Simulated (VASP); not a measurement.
The system is SnGe2O3.

```
CELL_PARAMETERS angstrom
3.43839 0.00000 0.00000
-1.71920 2.97774 0.00000
0.00000 0.00000 8.35609
ATOMIC_POSITIONS crystal
Sn 0.33333 0.66667 0.66411
Ge 0.00000 0.00000 0.99686
Ge 0.66667 0.33333 0.33764
O 0.00000 0.00000 0.25037
O 0.66667 0.33333 0.59209
O 0.33333 0.66667 0.90893
```

| Quantity | Value |
| --- | --- |
| Program | VASP 6.6.1 |
| Task | relaxation of cell and atoms |
| Functional | PBEsol |
| Potentials or basis | VASP PAW PBE potentials, release 64 (Sn_d, Ge_d, O) |
| Cutoff | 600 eV |
| k mesh | 9 × 9 × 4 |
| Occupations | fermi-dirac, width 0.03 eV |
| Spin | no spin polarisation |

At the start: pressure 21.5 GPa; volume 14.26 Å³/atom.

Problem. Where does the relaxation end?

Solution. Over 50 steps the energy falls by 391.6 meV/atom and the volume is 15.26 Å³/atom (+7.0 %); space group P3m1 (No. 156, to 0.1 Å) before and after.

The path:
```csv
step,energy change (eV),largest force (eV/Å),pressure (GPa),volume (Å³)
1,0.0000,1.2612,21.47,85.55
3,-1.1050,0.5925,-0.18,103.94
5,-1.1281,0.4113,-0.38,104.13
7,-1.1737,0.3707,0.00,103.22
9,-1.3350,0.6643,-0.73,102.40
11,-0.8905,10.4376,4.36,94.71
13,-1.7121,3.9806,-0.68,98.37
15,-1.7373,3.0121,-1.18,99.21
17,-1.7664,3.2819,-1.40,98.91
19,-1.8091,3.5129,-1.77,98.35
21,-2.0162,2.1126,-3.22,97.27
23,-2.1345,1.3806,-4.87,95.50
25,-2.2809,0.8116,-1.04,91.58
27,-2.2987,0.4858,0.85,89.98
29,-2.3091,0.3221,0.89,89.92
31,-2.3257,0.3612,0.17,90.64
33,-2.3329,0.5289,-0.01,92.68
35,-2.3456,0.0839,-0.27,92.01
37,-2.3468,0.0724,0.03,91.73
39,-2.3478,0.0602,0.13,91.56
41,-2.3490,0.0237,0.06,91.57
43,-2.3492,0.0298,-0.11,91.70
45,-2.3493,0.0155,0.00,91.60
47,-2.3494,0.0150,-0.01,91.58
49,-2.3494,0.0158,-0.09,91.57
50,-2.3494,0.0095,-0.05,91.57
```

Final structure:
```xyz
6
Lattice="4.0301 0.0000 0.0000 -2.0150 3.4902 0.0000 0.0000 0.0000 6.5105" Properties=species:S:1:pos:R:3 pbc="T T T"
Sn    0.0000    2.3268    4.1505
Ge    0.0000    0.0000    6.4062
Ge    2.0150    1.1634    1.9478
O     0.0000    0.0000    1.7613
O     2.0150    1.1634    3.8754
O     0.0000    2.3268    6.2730
```

Caveat: a cell axis changed by over 15 % at a fixed basis, so the end point is rough; the PAW data sets were made with another functional, which shifts forces and pressure a little.
